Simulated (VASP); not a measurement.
A run of VASP 6.6.1 is set up as follows.

The input INCAR:

```
PREC = Accurate
ENCUT = 520
EDIFF = 1E-6
ISMEAR = -1
SIGMA = 0.05
LREAL = F
LASPH = T
NELM = 100
ALGO = Normal
ISIF = 2
LWAVE = F
LCHARG = T
GGA = PE
LELF = T
LVHAR = T
NBANDS = 56
```

KPOINTS

```
Automatic mesh
0
Gamma
  5 8 4
```

The input POSCAR:

```
HfO2
1.0
    5.5563950000      0.0000000000      0.0000000000
    0.0000000000      3.3335970000      0.0000000000
    0.0000000000      0.0000000000      6.5049950000
Hf O
4 8
Direct
    0.7486820000      0.7500000000      0.6078710000
    0.2513180000      0.2500000000      0.3921290000
    0.2486820000      0.7500000000      0.8921290000
    0.7513180000      0.2500000000      0.1078710000
    0.6394990000      0.2500000000      0.4234000000
    0.3605010000      0.7500000000      0.5766000000
    0.1394990000      0.2500000000      0.0766000000
    0.8605010000      0.7500000000      0.9234000000
    0.5207940000      0.2500000000      0.8414530000
    0.4792060000      0.7500000000      0.1585470000
    0.0207940000      0.2500000000      0.6585470000
    0.9792060000      0.7500000000      0.3414530000
```

Potentials or basis: VASP PAW PBE potentials, release 64 (Hf_pv, O).

The run is started by

```bash
$ cat potpaw_PBE.64/Hf_pv/POTCAR potpaw_PBE.64/O/POTCAR > POTCAR
$ mpirun -np 1 vasp_std > vasp.out
```

Predict the band gap on the k mesh.

3.40 eV, direct.

Estimate the pressure.

-0.4 GPa.

Predict the largest force.

0.013 eV/Å.

Forces on the atoms (eV/Å):
```
Hf   0.006  0.000 -0.012
Hf  -0.006  0.000  0.012
Hf   0.006  0.000  0.012
Hf  -0.006  0.000 -0.012
O   -0.001  0.000  0.002
O    0.001  0.000 -0.002
O   -0.001  0.000 -0.002
O    0.001  0.000  0.002
O   -0.002  0.000  0.011
O    0.002  0.000 -0.011
O   -0.002  0.000 -0.011
O    0.002  0.000  0.011
```

Caveat: spin-orbit coupling is left out, which moves the levels of the heavy elements. A k mesh can miss the band edges.
